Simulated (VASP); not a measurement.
The system is C.

```xyz
2
Lattice="0.0000 1.8183 1.8183 1.8183 0.0000 1.8183 1.8183 1.8183 0.0000" Properties=species:S:1:pos:R:3 pbc="T T T"
C     2.7275    2.7275    2.7275
C     1.8183    1.8183    1.8183
```

Program: VASP 6.6.1. Alike in all runs: task single point; potentials or basis VASP PAW PBE potentials, release 64 (C); no spin polarisation; cell as given.

Q: Order these runs on this cell by their band gap on the k mesh, lowest first.
A. level b88 exchange, pbe correlation; k mesh 13 × 13 × 13; cutoff (eV) 600; smearing fermi-dirac 0.05 eV
B. level revpbe exchange, lda correlation; k mesh 13 × 13 × 13; cutoff (eV) 600; smearing gaussian 0.1 eV
C. level PBE-based screened hybrid with 25 % exact exchange; k mesh 7 × 7 × 7; cutoff (eV) 520; smearing fermi-dirac 0.05 eV; grid for exact exchange (PRECFOCK) Normal; share of exact exchange 0.25; screening parameter 0.3 1/Å

A: A (4.02 eV), B (4.46 eV), C (5.04 eV).

Caveats: some runs use coarse meshes; an odd mesh through Γ misses points on the zone boundary, where band edges can lie; the cell stands under tension (at least some runs).
